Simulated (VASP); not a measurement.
Write the native input for VASP 6.6.1 that does the following.

* Task: single point
* Functional: LDA
* Potentials or basis: VASP PAW LDA potentials, release 64 (K_sv)
* Cutoff: 520 eV
* k mesh: 8 × 8 × 8
* Occupations: fermi-dirac, width 0.05 eV
* Spin: no spin polarisation
* Dipole correction: no
* Further INCAR settings: ALGO = Normal; EDIFF = 1e-06; NBANDS = 10

The structure of K lies in POSCAR:

```
K
1.0
    0.0000000000      3.3918728180      3.3918728180
    3.3918728180      0.0000000000      3.3918728180
    3.3918728180      3.3918728180      0.0000000000
K
1
Direct
    0.0000000000      0.0000000000      0.0000000000
```

This isn't the form of K at room conditions, which is bcc.

One way to write it, as run:

INCAR

```
PREC     = Accurate       # precision mode
ENCUT    = 520            # plane-wave cutoff, eV
EDIFF    = 1E-6           # SCF threshold, eV
ISMEAR   = -1             # smearing method
SIGMA    = 0.05           # smearing width, eV
LREAL    = False          # projectors in reciprocal space
LASPH    = True           # aspherical terms in the spheres
NELM     = 100            # most SCF steps
ALGO     = Normal         # electronic algorithm
ISIF     = 2              # what is computed and relaxed
LWAVE    = False          # write WAVECAR
LCHARG   = True           # write CHGCAR
LELF     = True           # ELF
LVHAR    = True         
NBANDS   = 10             # bands
```

KPOINTS

```
Automatic mesh
0
Gamma
  8 8 8
```

Potentials or basis: VASP PAW LDA potentials, release 64 (K_sv).

Command:

```console
$ cat potpaw_LDA.64/K_sv/POTCAR > POTCAR
$ mpirun -np 1 vasp_std > vasp.out
```

It gave:

```
Pressure               : -0.6 GPa
Band gap on the k mesh : zero (an odd number of electrons rules out a gap without spin polarisation)
```

It took 26 s on 1 thread of Intel Xeon 8259CL, with other jobs on the host, peak memory 0.17 GiB.
